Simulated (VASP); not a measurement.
# Ti (I4/mmm) in VASP: single point with r2SCAN

Aim: the single point of Ti with r2SCAN.

Program: VASP 6.6.1. These are calculated values, not measurements. Logs are shortened: lines on timing, memory, paths and dates and some standing lists are left out, and cuts for length are marked.

## Step 1: The cell of the first run

It takes space group I4/mmm (No. 139, tetragonal). Conventional cell: a = 3.252 Å, b = 3.252 Å, c = 3.414 Å, α = 90.00°, β = 90.00°, γ = 90.00°. Within 3.8 Å of Ti (site symmetry 4/mmm) lie 14 Ti at 2.86 to 3.41 Å.

## Step 2: Single point, r2SCAN (strain +0.0500 x Voigt [1, 0, 0, 0, 0, 0])

Input file POSCAR:

```
Ti
1.0
   -1.7071896129      1.6258948694      1.6258948694
    1.7071896129     -1.6258948694      1.6258948694
    1.7071896129      1.6258948694     -1.6258948694
Ti
1
Direct
    0.0000000000      0.0000000000      0.0000000000
```

Input file INCAR.step1:

```
ALGO = Normal
EDIFF = 1E-4
ENCUT = 520
GGA = PE
ISMEAR = 0
LASPH = True
LCHARG = False
LREAL = False
LWAVE = True
NBANDS = 12
NELM = 80
PREC = Accurate
SIGMA = 0.15
```

Input file INCAR.step2:

```
ALGO = Normal
EDIFF = 1E-6
ENCUT = 520
ISIF = 2
ISMEAR = 0
ISTART = 1
LASPH = True
LCHARG = True
LELF = True
LMIXTAU = True
LREAL = False
LVHAR = True
LWAVE = False
METAGGA = R2SCAN
NBANDS = 12
NELM = 80
PREC = Accurate
SIGMA = 0.15
```

Input file KPOINTS:

```
k-points
0
Gamma
  26 26 26
```

Potentials or basis: VASP PAW PBE potentials, release 64 (Ti_sv).

The run is started by

```console
> cat potpaw_PBE.64/Ti_sv/POTCAR > POTCAR
> cp INCAR.step1 INCAR
> mpirun -np 1 vasp_std > vasp.out
> cp INCAR.step2 INCAR
> mpirun -np 1 vasp_std > vasp.out
```

OUTCAR:

```text
EDIFF = 1E-6
   ENCUT = 520
   ISIF = 2
   ISMEAR = 0
   ISTART = 1
   LASPH = True
   LREAL = False
   METAGGA = R2SCAN
   NELM = 80
   PREC = Accurate

 ion  position               nearest neighbor table
   1  0.000  0.000  0.000-

  LATTYP: Found a body centered tetragonal cell.
 ALAT       =     3.2517897388
 C/A-ratio  =     1.0500000000

  Lattice vectors:

 A1 = (  -1.7071896129,   1.6258948694,  -1.6258948694)
 A2 = (  -1.7071896129,  -1.6258948694,   1.6258948694)
 A3 = (   1.7071896129,   1.6258948694,   1.6258948694)

Analysis of symmetry for initial positions (statically):
=====================================================================
 Subroutine PRICEL returns:
 Original cell was already a primitive cell.

 Routine SETGRP: Setting up the symmetry group for a
 body centered tetragonal supercell.

 Subroutine GETGRP returns: Found 16 space group operations
 (whereof 16 operations were pure point group operations)
 out of a pool of 16 trial point group operations.

The static configuration has the point symmetry D_4h.

Analysis of symmetry for dynamics (positions and initial velocities):
=====================================================================
 Subroutine PRICEL returns:
 Original cell was already a primitive cell.

 Routine SETGRP: Setting up the symmetry group for a
 body centered tetragonal supercell.

 Subroutine GETGRP returns: Found 16 space group operations
 (whereof 16 operations were pure point group operations)
 out of a pool of 16 trial point group operations.

The dynamic configuration has the point symmetry D_4h.

 Subroutine INISYM returns: Found 16 space group operations
 (whereof 16 operations are pure point group operations),
 and found     1 'primitive' translations

----------------------------------------------------------------------------------------

                                     Primitive cell

  volume of cell :      18.0521

  direct lattice vectors                    reciprocal lattice vectors
    -1.707189613  1.625894869  1.625894869     0.000000000  0.307522958  0.307522958
     1.707189613 -1.625894869  1.625894869     0.292879008  0.000000000  0.307522958
     1.707189613  1.625894869 -1.625894869     0.292879008  0.307522958  0.000000000

  length of vectors
     2.863837395  2.863837395  2.863837395     0.434903138  0.424674561  0.424674561

  position of ions in fractional coordinates (direct lattice)
     0.000000000  0.000000000  0.000000000

  ion indices of the primitive-cell ions
   primitive index   ion index
                 1           1

----------------------------------------------------------------------------------------

 KPOINTS: k-points

Automatic generation of k-mesh.
 Grid dimensions read from file:
 generate k-points for:   26   26   26

 Generating k-lattice:

  Cartesian coordinates                     Fractional coordinates (reciprocal lattice)
     0.000000000  0.011827806  0.011827806     0.038461538  0.000000000  0.000000000
     0.011264577  0.000000000  0.011827806    -0.000000000  0.038461538  0.000000000
     0.011264577  0.011827806  0.000000000    -0.000000000  0.000000000  0.038461538

  Length of vectors
     0.016727044  0.016333637  0.016333637

  Shift w.r.t. Gamma in fractional coordinates (k-lattice)
     0.000000000  0.000000000  0.000000000

 Subroutine IBZKPT returns following result:
 ===========================================

 Found   1330 irreducible k-points:

 Following reciprocal coordinates:
            Coordinates               Weight
  0.000000  0.000000  0.000000      1.000000
  0.038462  0.000000  0.000000      4.000000
  0.076923  0.000000  0.000000      4.000000
  0.115385  0.000000  0.000000      4.000000
  0.153846  0.000000  0.000000      4.000000
  0.192308  0.000000  0.000000      4.000000
[... 16 lines left out ...]
  0.307692  0.038462 -0.000000     16.000000
  0.346154  0.038462 -0.000000     16.000000
 [... further k-points ...]
   k-points           NKPTS =   1330   k-points in BZ     NKDIM =   1330   number of bands    NBANDS=     12
   number of dos      NEDOS =    301   number of ions     NIONS =      1
   total plane-waves  NPLWV =  13824
   dimension x,y,z NGX =    24 NGY =   24 NGZ =   24
   dimension x,y,z NGXF=    48 NGYF=   48 NGZF=   48
   ions per type =               1
   NGX,Y,Z   is equivalent  to a cutoff of  13.93, 13.93, 13.93 a.u.
   NGXF,Y,Z  is equivalent  to a cutoff of  27.86, 27.86, 27.86 a.u.
 SYSTEM =  unknown system
   PREC   = accura    normal or accurate (medium, high low for compatibility)
   ISTART =      1    job   : 0-new  1-cont  2-samecut
   ICHARG =      0    charge: 1-file 2-atom 10-const
   ISPIN  =      1    spin polarized calculation?
   LNONCOLLINEAR =      F non collinear calculations
   LSORBIT =      F    spin-orbit coupling
   LASPH  =      T    aspherical Exc in radial PAW
   ENCUT  =  520.0 eV  38.22 Ry    6.18 a.u.   5.32  5.32  5.32*2*pi/ulx,y,z
   NELM   =     80;   NELMIN=  2; NELMDL=  0     # of ELM steps
   EDIFF  = 0.1E-05   stopping-criterion for ELM
   LREAL  =      F    real-space projection
   EDIFFG = 0.1E-04   stopping-criterion for IOM
   NSW    =      0    number of steps for IOM
   IBRION =     -1    ionic relax: 0-MD 1-quasi-New 2-CG
   NFREE  =      0    steps in history (QN), initial steepest desc. (CG)
   ISIF   =      2    stress and relaxation
   ISYM   =      2    0-nonsym 1-usesym 2-fastsym
   POTIM  = 0.5000    time-step for ionic-motion
   TEBEG  =    0.0;   TEEND  =   0.0 temperature during run
   PSTRESS=    0.0 pullay stress
   NELECT =      12.0000    total number of electrons
   NUPDOWN=      -1.0000    fix difference up-down
   EMIN   =  10.00;   EMAX   =-10.00  energy-range for DOS
   EFERMI =   0.00;   METHOD = LEGACY
   ISMEAR =     0;   SIGMA  =   0.15  broadening in eV -4-tet -1-fermi 0-gaus
   EFERMI_NEDOS =   21; number of points for ismear=-14 and -15
   IALGO  =     38    algorithm
   IMIX   =      4    mixing-type and parameters
     AMIX     =   0.40;   BMIX     =  1.00
     AMIX_MAG =   1.60;   BMIX_MAG =  1.00
  volume/ion in A,a.u.               =      18.05       121.82
  Fermi-wavevector in a.u.,A,eV,Ry     =   1.428761  2.699967 27.774375  2.041359
  Thomas-Fermi vector in A             =   2.548788
   LORBIT       =      0    0 simple, 1 ext, 2 COOP (PROOUT), +10 PAW based schemes
   METAGGA = R2SCAN    functional components
   LHFCALC =     F    Hartree Fock is set to
   AEXX    =    0.0000 exact exchange contribution
   IVDW    =     0    specifies the selected vdW correction
   LEPSILON=     F    determine dielectric tensor
   LRPA    =     F    only Hartree local field effects (RPA)
 non-spin polarized calculation
 Gauss-broadening in eV      SIGMA  =   0.15
  energy-cutoff  :      520.00
  volume of cell :       18.05
 maximum number of plane-waves:       506
 NGX is ok and might be reduce to    24
   NGX = 11   NGY = 11   NGZ = 11

 number of electron      12.0000002 magnetization

 Free energy of the ion-electron system (eV)
  ---------------------------------------------------
  ext. energy  EPLUGINS =         0.00000000
  ---------------------------------------------------
  free energy    TOTEN  =       -12.81871982 eV

  energy without entropy =      -12.79184163  energy(sigma->0) =      -12.80528073

 E-fermi :   7.7285     XC(G=0): -12.2044

 val. band max:        7.7285135726   @ k =  -0.4615  -0.3462   0.0385
 cond. band min:       7.7295069914   @ k =   0.3462  -0.1923   0.0769
 fundamental gap:      0.0009934187
 Fermi energy:         7.7285141225

 k-point     1 :       0.0000    0.0000    0.0000
  band No.  band energies     occupation
      1     -51.2833      2.00000
      2     -26.1286      2.00000
      3     -26.1286      2.00000
      4     -26.1240      2.00000
      5       1.4627      2.00000
      6       8.7118      0.00000
      7       8.7118      0.00000
      8       9.0703      0.00000
      9      10.2929      0.00000
     10      10.7024      0.00000
     11      24.9645      0.00000
     12      25.8482      0.00000

 k-point     2 :       0.0385    0.0000    0.0000
  band No.  band energies     occupation
      1     -51.2815      2.00000
      2     -26.1378      2.00000
      3     -26.1289      2.00000
      4     -26.1270      2.00000
      5       1.5154      2.00000
      6       8.6848      0.00000
      7       8.7486      0.00000
      8       9.0604      0.00000
      9      10.2979      0.00000
     10      10.6749      0.00000
     11      25.0122      0.00000
     12      25.7370      0.00000

 k-point     3 :       0.0769    0.0000    0.0000
  band No.  band energies     occupation
      1     -51.2764      2.00000
      2     -26.1648      2.00000
      3     -26.1360      2.00000
      4     -26.1298      2.00000
      5       1.6720      2.00000
      6       8.6063      0.00000
      7       8.8580      0.00000
      8       9.0256      0.00000
      9      10.3133      0.00000
     10      10.6030      0.00000
     11      25.1501      0.00000
     12      25.4186      0.00000
[... 286 lines left out ...]
 k-point    23 :       0.3077    0.0385   -0.0000
  band No.  band energies     occupation
      1     -51.1946      2.00000
      2     -26.5787      2.00000
      3     -26.2764      2.00000
      4     -26.1477      2.00000
      5       4.4461      2.00000
      6       7.5168      1.95410
      7       8.0780      0.00099
      8      10.5550      0.00000
      9      10.7535      0.00000
     10      10.9546      0.00000
     11      19.7485      0.00000
     12      22.3338      0.00000

 k-point    24 :       0.3462    0.0385   -0.0000
  band No.  band energies     occupation
      1     -51.1827      2.00000
      2     -26.6364      2.00000
      3     -26.2972      2.00000
      4     -26.1498      2.00000
      5       4.8281      2.00000
      6       7.3765      1.99910
      7       8.1293      0.00016
      8      10.6468      0.00000
      9      10.8244      0.00000
     10      11.3309      0.00000
     11      18.7183      0.00000
     12      21.8265      0.00000

 [... further k-points ...]

------------------------ aborting loop because EDIFF is reached ----------------------------------------

  FORCE on cell =-STRESS in cart. coord.  units (eV):
  Direction    XX          YY          ZZ          XY          YZ          ZX
  --------------------------------------------------------------------------------------
  -------------------------------------------------------------------------------------
  Total       -0.3768584     -0.5814505     -0.5814505      0.0000000      0.0000000      0.0000000
  in kB      -33.4473817    -51.6055771    -51.6055771      0.0000000      0.0000000      0.0000000
  external PRESSURE =     -45.5528453 kB  Pullay stress =       0.0000000 kB

 VOLUME and BASIS-vectors are now :
 -----------------------------------------------------------------------------
  energy-cutoff  :      520.00
  volume of cell :       18.05
      direct lattice vectors                 reciprocal lattice vectors
    -1.707189613  1.625894869  1.625894869     0.000000000  0.307522958  0.307522958
     1.707189613 -1.625894869  1.625894869     0.292879008  0.000000000  0.307522958
     1.707189613  1.625894869 -1.625894869     0.292879008  0.307522958  0.000000000

 POSITION                                       TOTAL-FORCE (eV/Angst)
 -----------------------------------------------------------------------------------
      0.00000      0.00000      0.00000        -0.000000      0.000000      0.000000
 -----------------------------------------------------------------------------------
    total drift:                               -0.000000      0.000000      0.000000

  FREE ENERGIE OF THE ION-ELECTRON SYSTEM (eV)
  ---------------------------------------------------
  free  energy   TOTEN  =       -12.8187198239 eV

  energy  without entropy=      -12.7918416275  energy(sigma->0) =      -12.80528073
```

Wall time 26 min (1 thread of Oxide Virtual Turin-like, shared host); peak memory 0.34 GiB.

Results:

* Free energy: -12.8187 eV
* Pressure: -4.6 GPa
* Band gap on the k mesh: zero (bands 6 and 7 overlap by 1.73 eV)

Stress tensor (GPa, compression positive):
```
-3.34  0.00  0.00
 0.00 -5.16  0.00
 0.00  0.00 -5.16
```

Levels at points of the mesh, in eV from the Fermi level:
```
           k point  band 3  band 4  band 5  band 6  band 7  band 8  band 9  band 10
(0.00, 0.00, 0.00)  -33.86  -33.85   -6.27    0.98    0.98    1.34    2.56     2.97
(0.50, 0.00, 0.00)  -34.06  -33.88   -2.48   -0.59    1.07    3.05    3.22     4.28
(0.00, 0.50, 0.00)  -34.04  -33.85   -2.50   -0.15    0.74    2.58    3.14     4.23
(0.50, 0.50, 0.50)  -34.25  -34.25   -2.19   -2.08    3.89    3.94    3.94     7.48
```

Caveat: the cell differs from its parent crystal (strain +0.0500 x Voigt [1, 0, 0, 0, 0, 0]); the cell stands under tension; the PAW data sets were made with another functional, which shifts forces and pressure a little.
